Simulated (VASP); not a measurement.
# Zr2HC (R-3m) in VASP: single point with PBEsol

Aim: the single point of Zr2HC with PBEsol.

Program: VASP 6.6.1. These are calculated values, not measurements. Logs are shortened: lines on timing, memory, paths and dates and some standing lists are left out, and cuts for length are marked.

### 1 The cell of the first run

The structure is trigonal, space group R-3m (No. 166). Conventional cell: a = 3.034 Å, b = 3.034 Å, c = 14.992 Å, α = 90.00°, β = 90.00°, γ = 120.00°. Within 2.8 Å of Zr (site symmetry 3m) lie 3 H at 2.12 Å and 3 C at 2.18 Å. H (site symmetry -3m) has 6 Zr at 2.12 Å within 2.8 Å. C (site symmetry -3m) has 6 Zr at 2.18 Å within 2.9 Å.

### 2 Single point, PBEsol (Ti replaced by Zr, lengths x 1.042, strained)

Contents of INCAR:

```
  ALGO = Normal
  EDIFF = 1E-6
  ENCUT = 520
  GGA = PS
  ISIF = 2
  ISMEAR = 0
  LASPH = T
  LCHARG = T
  LELF = T
  LREAL = F
  LVHAR = T
  LWAVE = F
  NBANDS = 22
  NELM = 60
  PREC = Accurate
  SIGMA = 0.1
```

Contents of KPOINTS:

```
k-points
0
Gamma
  9 9 9
```

Contents of POSCAR:

```
Zr2HC
1.0
    1.5168308130      0.8757426782      4.9973062314
   -1.5168308130      0.8757426782      4.9973062314
    0.0000000000     -1.7514853564      4.9973062314
Zr H C
2 1 1
Direct
    0.7462226363      0.7462226363      0.7462226363
    0.2537773637      0.2537773637      0.2537773637
    0.0000000000      0.0000000000      0.0000000000
    0.5000000000      0.5000000000      0.5000000000
```

Potentials or basis: VASP PAW PBE potentials, release 64 (Zr_sv, H, C).

Run with:

```sh
cat potpaw_PBE.64/Zr_sv/POTCAR potpaw_PBE.64/H/POTCAR potpaw_PBE.64/C/POTCAR > POTCAR
mpirun -np 1 vasp_std > vasp.out
```

OUTCAR:

```text
EDIFF = 1E-6
   ENCUT = 520
   GGA = PS
   ISIF = 2
   ISMEAR = 0
   LASPH = T
   LREAL = F
   NELM = 60
   PREC = Accurate

 ion  position               nearest neighbor table
   1  0.746  0.746  0.746-   3 2.12   3 2.12   3 2.12   4 2.18   4 2.18   4 2.18   2 2.96   2 2.96
                             2 2.96   2 3.14   2 3.14   2 3.14
   2  0.254  0.254  0.254-   3 2.12   3 2.12   3 2.12   4 2.18   4 2.18   4 2.18   1 2.96   1 2.96
                             1 2.96   1 3.14   1 3.14   1 3.14
   3  0.000  0.000  0.000-   1 2.12   2 2.12   1 2.12   1 2.12   2 2.12   2 2.12
   4  0.500  0.500  0.500-   2 2.18   1 2.18   2 2.18   2 2.18   1 2.18   1 2.18

  LATTYP: Found a trigonal (rhomboedric) cell.
 ALAT       =     5.2953536732
 COS(alpha) =     0.8358978250

  Lattice vectors:

 A1 = (   1.5168308130,   0.8757426782,   4.9973062314)
 A2 = (  -1.5168308130,   0.8757426782,   4.9973062314)
 A3 = (   0.0000000000,  -1.7514853564,   4.9973062314)

Analysis of symmetry for initial positions (statically):
=====================================================================
 Subroutine PRICEL returns:
 Original cell was already a primitive cell.

 Routine SETGRP: Setting up the symmetry group for a
 trigonal (rhombohedral) supercell.

 Subroutine GETGRP returns: Found 12 space group operations
 (whereof 12 operations were pure point group operations)
 out of a pool of 12 trial point group operations.

The static configuration has the point symmetry D_3d.

Analysis of symmetry for dynamics (positions and initial velocities):
=====================================================================
 Subroutine PRICEL returns:
 Original cell was already a primitive cell.

 Routine SETGRP: Setting up the symmetry group for a
 trigonal (rhombohedral) supercell.

 Subroutine GETGRP returns: Found 12 space group operations
 (whereof 12 operations were pure point group operations)
 out of a pool of 12 trial point group operations.

The dynamic configuration has the point symmetry D_3d.

 Subroutine INISYM returns: Found 12 space group operations
 (whereof 12 operations are pure point group operations),
 and found     1 'primitive' translations

----------------------------------------------------------------------------------------

                                     Primitive cell

  volume of cell :      39.8291

  direct lattice vectors                    reciprocal lattice vectors
[... 85 lines left out ...]
   ISPIN  =      1    spin polarized calculation?
   LNONCOLLINEAR =      F non collinear calculations
   LSORBIT =      F    spin-orbit coupling
   LASPH  =      T    aspherical Exc in radial PAW
   ENCUT  =  520.0 eV  38.22 Ry    6.18 a.u.   9.85  9.85  9.85*2*pi/ulx,y,z
   NELM   =     60;   NELMIN=  2; NELMDL= -5     # of ELM steps
   EDIFF  = 0.1E-05   stopping-criterion for ELM
   LREAL  =      F    real-space projection
   EDIFFG = 0.1E-04   stopping-criterion for IOM
   NSW    =      0    number of steps for IOM
   IBRION =     -1    ionic relax: 0-MD 1-quasi-New 2-CG
   NFREE  =      0    steps in history (QN), initial steepest desc. (CG)
   ISIF   =      2    stress and relaxation
   ISYM   =      2    0-nonsym 1-usesym 2-fastsym
   POTIM  = 0.5000    time-step for ionic-motion
   TEBEG  =    0.0;   TEEND  =   0.0 temperature during run
   PSTRESS=    0.0 pullay stress
   NELECT =      29.0000    total number of electrons
   NUPDOWN=      -1.0000    fix difference up-down
   EMIN   =  10.00;   EMAX   =-10.00  energy-range for DOS
   EFERMI =   0.00;   METHOD = LEGACY
   ISMEAR =     0;   SIGMA  =   0.10  broadening in eV -4-tet -1-fermi 0-gaus
   EFERMI_NEDOS =   21; number of points for ismear=-14 and -15
   IALGO  =     38    algorithm
   IMIX   =      4    mixing-type and parameters
     AMIX     =   0.40;   BMIX     =  1.00
     AMIX_MAG =   1.60;   BMIX_MAG =  1.00
  volume/ion in A,a.u.               =       9.96        67.20
  Fermi-wavevector in a.u.,A,eV,Ry     =   1.472789  2.783168 29.512499  2.169108
  Thomas-Fermi vector in A             =   2.587761
   LORBIT       =      0    0 simple, 1 ext, 2 COOP (PROOUT), +10 PAW based schemes
   GGA     = PS    functional components
   LHFCALC =     F    Hartree Fock is set to
   AEXX    =    0.0000 exact exchange contribution
   IVDW    =     0    specifies the selected vdW correction
   LEPSILON=     F    determine dielectric tensor
   LRPA    =     F    only Hartree local field effects (RPA)
 non-spin polarized calculation
 Gauss-broadening in eV      SIGMA  =   0.10
  energy-cutoff  :      520.00
  volume of cell :       39.83
 maximum number of plane-waves:      1087
   NGX = 19   NGY = 19   NGZ = 19

 number of electron      29.0000001 magnetization

 Free energy of the ion-electron system (eV)
  ---------------------------------------------------
  ext. energy  EPLUGINS =         0.00000000
  ---------------------------------------------------
  free energy    TOTEN  =       -32.51749564 eV

  energy without entropy =      -32.50905344  energy(sigma->0) =      -32.51327454

 E-fermi :  12.4232     XC(G=0): -13.0737

 val. band max:       12.3846580149   @ k =   0.2222   0.1111   0.1111
 cond. band min:      12.4345538708   @ k =  -0.3333   0.3333   0.3333
 fundamental gap:      0.0498958559
 Fermi energy:        12.4232407326

 k-point     1 :       0.0000    0.0000    0.0000
  band No.  band energies     occupation
      1     -35.5792      2.00000
      2     -35.2674      2.00000
      3     -14.7993      2.00000
      4     -13.0785      2.00000
      5     -13.0785      2.00000
      6     -12.8928      2.00000
[... 589 lines left out ...]
     21      19.2270      0.00000
     22      19.6479      0.00000

 [... further k-points ...]
[... 5 lines left out ...]
  --------------------------------------------------------------------------------------
  -------------------------------------------------------------------------------------
  Total       13.3722345     13.3722345     10.6519500     -0.0000000      0.0000000      0.0000000
  in kB      537.9150512    537.9150512    428.4881643     -0.0000000      0.0000000      0.0000000
  external PRESSURE =     501.4394223 kB  Pullay stress =       0.0000000 kB

 VOLUME and BASIS-vectors are now :
 -----------------------------------------------------------------------------
  energy-cutoff  :      520.00
  volume of cell :       39.83
      direct lattice vectors                 reciprocal lattice vectors
     1.516830813  0.875742678  4.997306231     0.329634654  0.190314656  0.066702603
    -1.516830813  0.875742678  4.997306231    -0.329634654  0.190314656  0.066702603
     0.000000000 -1.751485356  4.997306231     0.000000000 -0.380629312  0.066702603

 POSITION                                       TOTAL-FORCE (eV/Angst)
 -----------------------------------------------------------------------------------
      0.00000      0.00000     11.18731         0.000000      0.000000      2.489111
      0.00000      0.00000      3.80461         0.000000     -0.000000     -2.489111
      0.00000      0.00000      0.00000         0.000000      0.000000      0.000000
      0.00000      0.00000      7.49596        -0.000000     -0.000000      0.000000
 -----------------------------------------------------------------------------------
    total drift:                                0.000000     -0.000000      0.000000

  FREE ENERGIE OF THE ION-ELECTRON SYSTEM (eV)
  ---------------------------------------------------
  free  energy   TOTEN  =       -32.5174956356 eV

  energy  without entropy=      -32.5090534407  energy(sigma->0) =      -32.51327454
```

OSZICAR:

```text
N       E                     dE             d eps       ncg     rms          rms(c)
DAV:   1     0.239488995151E+03    0.23949E+03   -0.15233E+04  3740   0.131E+03
DAV:   2    -0.177002377041E+02   -0.25719E+03   -0.24782E+03  4308   0.384E+02
DAV:   3    -0.364498137273E+02   -0.18750E+02   -0.18539E+02  6878   0.818E+01
DAV:   4    -0.368847428111E+02   -0.43493E+00   -0.43375E+00  4386   0.124E+01
DAV:   5    -0.368951645731E+02   -0.10422E-01   -0.10420E-01  5806   0.147E+00    0.397E+01
DAV:   6    -0.327334503508E+02    0.41617E+01   -0.23393E+01  4254   0.258E+01    0.165E+01
DAV:   7    -0.325361408282E+02    0.19731E+00   -0.23271E+00  4152   0.102E+01    0.929E+00
DAV:   8    -0.325174879630E+02    0.18653E-01   -0.33071E-01  4894   0.348E+00    0.818E-01
DAV:   9    -0.325173264799E+02    0.16148E-03   -0.29498E-02  4554   0.121E+00    0.522E-01
DAV:  10    -0.325177394726E+02   -0.41299E-03   -0.81650E-03  4758   0.776E-01    0.131E-01
DAV:  11    -0.325175022980E+02    0.23717E-03   -0.11053E-03  4428   0.264E-01    0.483E-02
DAV:  12    -0.325174961825E+02    0.61155E-05   -0.37058E-05  4552   0.417E-02    0.118E-02
DAV:  13    -0.325174956356E+02    0.54693E-06   -0.22227E-06  3804   0.122E-02
   1 F= -.32517496E+02 E0= -.32513275E+02  d E =-.844219E-02
```

Run time: 84 s. Hardware: 1 thread of AMD EPYC 9R45 (Zen 5), shared host; peak memory 0.24 GiB.

What came out:

```
Free energy   : -32.5175 eV
Pressure      : 50.1 GPa
Largest force : 2.489 eV/Å
```

Forces on the atoms (eV/Å):
```
Zr   0.000  0.000  2.489
Zr   0.000  0.000 -2.489
H    0.000  0.000  0.000
C    0.000  0.000  0.000
```

Caveat: the cell differs from its parent crystal (Ti replaced by Zr, lengths x 1.042, strained); the PAW data sets were made with another functional, which shifts forces and pressure a little.
